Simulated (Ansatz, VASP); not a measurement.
## One calculation of BP, two programs

File INCAR:

```
PREC     = Accurate       # precision mode
ENCUT    = 520            # plane-wave cutoff, eV
EDIFF    = 1E-6           # SCF threshold, eV
ISMEAR   = 0              # smearing method
SIGMA    = 0.01           # smearing width, eV
LREAL    = F              # projectors in reciprocal space
LASPH    = T              # aspherical terms in the spheres
NELM     = 60             # most SCF steps
ALGO     = Normal         # electronic algorithm
ISIF     = 2              # what is computed and relaxed
LWAVE    = F              # write WAVECAR
LCHARG   = T              # write CHGCAR
GGA      = PS             # functional
LELF     = T              # ELF
LVHAR    = T            
NBANDS   = 11             # bands
```

KPOINTS

```
Automatic mesh
0
Gamma
  8 8 8
```

Contents of POSCAR:

```
BP
1.0
    2.2713722090      2.2713722090      0.0000000000
   -2.2713722090      2.2713722090      0.0000000000
    0.0000000000      2.2713722090      2.2546146610
B P
1 1
Direct
    0.0000000000      0.0000000000      0.0000000000
    0.7500000000      0.2500000000      0.5000000000
```

Input for Ansatz:

```yaml
crystal:
  lattice:
    - [2.27137220898, 2.27137220898, 0.0]
    - [-2.27137220898, 2.27137220898, 0.0]
    - [0.0, 2.27137220898, 2.25461466102]
  atoms:
    - { symbol: B, position: [0.0, 0.0, 0.0] }
    - { symbol: P, position: [0.75, 0.25, 0.5] }
kpoints:
  mp_grid: { grid: [8, 8, 8] }
scf:
  occupations: { method: fixed }
  convergence: { dr2_threshold: 1.0e-10 }
hamiltonian:
  xc: pbesol
  pseudopotentials: { kind: all_electron, lapw: { basis_error: 0.0005 } }
output:
  forces: true
  stress: true
  eigenstates:
    kpoints:
      - [0.0, 0.0, 0.0]
      - [0.41669625, -0.41669625, 0.0]
      - [0.41669625, 0.41669625, 0.41669625]
      - [0.0, 0.0, 0.41669625]
      - [-0.5, -0.5, -0.5]
      - [-0.5, 0.5, 0.0]
      - [0.0, 0.0, -0.5]
      - [0.0, -0.5, -0.5]
      - [0.0, 0.5, 0.0]
      - [-0.5, 0.0, 0.0]
      - [-0.5, 0.0, -0.5]
  eigenvalues: true
```

Change from the starting cell: film at in-plane strain +0.005.

Alike in both runs: task single point; functional PBEsol; k mesh 8 × 8 × 8; no spin polarisation.

```csv
,VASP,Ansatz
version,VASP 6.6.1,Ansatz 0.2.0
potentials or method,"VASP PAW PBE potentials, release 64 (B, P), cutoff 520 eV","all-electron LAPW, scalar-relativistic"
occupations,"gaussian, width 0.01 eV",fixed
```

VASP gave:

```
gap on the k mesh at the Fermi level (eV)                     : 1.05
pressure (GPa)                                                : -1.1
traceless stress, the component that is largest in VASP (GPa) : 1.29
```

Question: Which values does Ansatz return?

Answer: gap on the k mesh at the Fermi level (eV): 1.05; pressure (GPa): -1.3; traceless stress, the component that is largest in VASP (GPa): 1.29.

VASP's potentials were made for PBE, not for PBEsol. Ansatz ran all-electron here, and VASP with PAW potentials.
